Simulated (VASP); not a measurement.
HfO2: single point with PBE

HfO2:

```
CELL_PARAMETERS angstrom
0.00000 2.49356 2.62144
2.49356 0.00000 2.62144
2.49356 2.49356 0.00000
ATOMIC_POSITIONS crystal
Hf 0.00000 0.00000 0.00000
O 0.25000 0.25000 0.25000
O 0.75000 0.75000 0.75000
```

This cell differs from its parent crystal: strain -0.025 along x and y, +0.025 along z.

```json
{"Program": "VASP 6.6.1", "Task": "single point", "Functional": "PBE", "Potentials or basis": "VASP PAW PBE potentials, release 64 (Hf_pv, O)", "Cutoff": "520 eV", "k mesh": "8 × 8 × 8", "Occupations": "gaussian, width 0.05 eV", "Spin": "no spin polarisation", "Dipole correction": "no", "Further INCAR settings": "ALGO = Normal; EDIFF = 1e-06; NBANDS = 18"}
```

| Item | Value |
| --- | --- |
| Pressure | 0.3 GPa |
| Band gap on the k mesh | 3.28 eV, indirect (least direct gap 3.49 eV) |

Stress tensor (GPa, compression positive):
```
  8.20   0.00   0.00
  0.00   8.20   0.00
  0.00   0.00 -15.42
```

Levels at points of the mesh, in eV from the valence-band top:
| k point | band 9 | band 10 | band 11 | band 12 | band 13 | band 14 |
| --- | --- | --- | --- | --- | --- | --- |
| (0.00, 0.00, 0.00) | -1.23 | -0.58 | -0.58 | 3.28 | 3.93 | 5.75 |
| (0.50, 0.00, 0.00) | -2.93 | -2.05 | -1.99 | 4.29 | 4.51 | 6.71 |
| (0.50, 0.50, 0.00) | -1.55 | -1.55 | -0.53 | 3.57 | 5.29 | 5.88 |
| (0.50, 0.00, 0.50) | -2.23 | -1.35 | 0.00 | 3.49 | 5.38 | 6.66 |

It took 59 s on 1 thread of AMD EPYC 7R43 64-Core Processor (Zen 3), with other jobs on the host, peak memory 0.13 GiB.

Caveat: the cell differs from its parent crystal (strain -0.025 along x and y, +0.025 along z); spin-orbit coupling is left out, which moves the levels of the heavy elements. A k mesh can miss the band edges.
